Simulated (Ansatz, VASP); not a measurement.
# One calculation of Mn, two programs

Contents of INCAR:

```
ALGO = Normal
EDIFF = 1E-7
ENCUT = 520
GGA = CA
ISIF = 2
ISMEAR = -1
LASPH = T
LCHARG = F
LREAL = F
LWAVE = F
NBANDS = 12
NELM = 80
PREC = Accurate
SIGMA = 0.1
```

The input KPOINTS:

```
k-points
0
Gamma
  16 16 16
```

File POSCAR:

```
Mn
1.0
    2.1686634284      0.0000000000      0.0000000000
    0.0000000000      2.1686634284      0.0000000000
    0.0000000000      0.0000000000      2.1686634284
Mn
1
Direct
    0.0000000000      0.0000000000      0.0000000000
```

Input for Ansatz:

```yaml
crystal:
  lattice:
    - [2.1686634284, 0.0, 0.0]
    - [0.0, 2.1686634284, 0.0]
    - [0.0, 0.0, 2.1686634284]
  atoms:
    - { symbol: Mn, position: [0.0, 0.0, 0.0] }
hamiltonian:
  xc: lda
  pseudopotentials:
    kind: paw
    azcp:
      Mn: "pseudopotentials/Mn.paw.azcp"
basis:
  ecutwfc: 420
  fft_grid_basis: typed
kpoints:
  mp_grid: { grid: [16, 16, 16], shift: [0, 0, 0] }
magnetization:
  spin_polarized: false
scf:
  occupations: { method: fermi_dirac, width: 0.1 }
  lower_state_search: "off"
output:
  stress: true
  write_density: true
  write_potential: true
  elf: true
  volumetric_format: npy
```

Alike in both runs: task single point; functional LDA; k mesh 16 × 16 × 16; occupations fermi-dirac, width 0.1 eV; no spin polarisation.

|  | VASP | Ansatz |
| --- | --- | --- |
| version | VASP 6.6.1 | Ansatz 0.2.0 |
| potentials or method | VASP PAW LDA potentials, release 64 (Mn_pv), cutoff 520 eV | plane waves (420 eV) with PAW, scalar-relativistic |
| valence electrons in the cell | 13 | 15 |

Ansatz gave:

| Property | Result |
| --- | --- |
| pressure (GPa) | 25.0 |

Question: Which values does VASP return?

Answer: Pressure (GPa): 26.6.

Ansatz warns that its potentials were made for another functional, while VASP's fit it. LDA's correlation is that of Perdew and Zunger in VASP and of Perdew and Wang (1992) in Ansatz. VASP's potentials hold 13 valence electrons a cell and Ansatz's 15, so a difference there can come from the potentials and not from the codes.
